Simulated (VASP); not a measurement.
Here is a VASP 6.6.1 calculation.

INCAR

```
SYSTEM = Pt
  ALGO = Normal
  EDIFF = 1E-6
  ENCUT = 520
  GGA = CA
  ISIF = 2
  ISMEAR = 0
  ISPIN = 2
  LASPH = .True.
  LCHARG = .False.
  LMAXMIX = 4
  LORBIT = 11
  LREAL = .False.
  LWAVE = .False.
  MAGMOM = 0.15 0.15
  NBANDS = 21
  NELM = 150
  NUPDOWN = 0.3
  PREC = Accurate
  SIGMA = 0.15
```

KPOINTS

```
k-points
0
Gamma
  21 21 10
  0 0 0
```

File POSCAR:

```
Pt
1.0
    2.7872338290      0.0000000000      0.0000000000
   -1.3936169145      2.4138153022      0.0000000000
    0.0000000000      0.0000000000      4.8128176121
Pt
2
Direct
    0.6666666667      0.3333333333      0.7500000000
    0.3333333333      0.6666666667      0.2500000000
```

Potentials or basis: VASP PAW LDA potentials, release 64 (Pt).

Run with:

```sh
$ cat potpaw_LDA.64/Pt/POTCAR > POTCAR
$ mpirun -np 1 vasp_std > vasp.out
```

Question: Estimate the pressure.

Answer: -19.9 GPa.

Stress tensor (GPa, compression positive):
```
-20.28   0.00   0.00
  0.00 -20.28   0.00
  0.00   0.00 -19.12
```

Caveat: the total moment is fixed, so each spin has its own Fermi level.
